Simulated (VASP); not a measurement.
Wanted: the native input for a VASP 6.6.1 run.

- Task: single point
- Functional: PBE
- Potentials or basis: VASP PAW PBE potentials, release 64 (Mg, S)
- Cutoff: 520 eV
- k mesh: 8 × 8 × 8
- Occupations: fermi-dirac, width 0.02 eV
- Spin: no spin polarisation
- Dipole correction: no
- Further INCAR settings: ALGO = Normal; EDIFF = 1e-06; NBANDS = 11

The structure of MgS lies in POSCAR:

```
MgS
1.0
    3.2628174056      0.0000000000      0.0000000000
    0.0000000000      3.2628174056      0.0000000000
    0.0000000000      0.0000000000      3.2628174056
Mg S
1 1
Direct
    0.0000000000      0.0000000000      0.0000000000
    0.5000000000      0.5000000000      0.5000000000
```

These files were run (other wordings do the same):

INCAR

```
SYSTEM = MgS
ALGO = Normal
EDIFF = 1E-6
ENCUT = 520
GGA = PE
ISIF = 2
ISMEAR = -1
LASPH = .True.
LCHARG = .False.
LREAL = .False.
LWAVE = .False.
NBANDS = 11
NELM = 100
PREC = Accurate
SIGMA = 0.02
```

KPOINTS

```
k-points
0
Gamma
  8 8 8
  0 0 0
```

Potentials or basis: VASP PAW PBE potentials, release 64 (Mg, S).

The run is started by

```console
$ cat potpaw_PBE.64/Mg/POTCAR potpaw_PBE.64/S/POTCAR > POTCAR
$ mpirun -np 1 vasp_std > vasp.out
```

It gave:

The pressure is 0.4 GPa. The band gap on the k mesh is zero (bands 4 and 5 overlap by 0.25 eV).

Caveat: semilocal functionals underestimate gaps, so a narrow gap can read as zero.

Wall time 14 s on 1 thread of Intel Xeon 8259CL, on a shared host, peak memory 0.14 GiB.
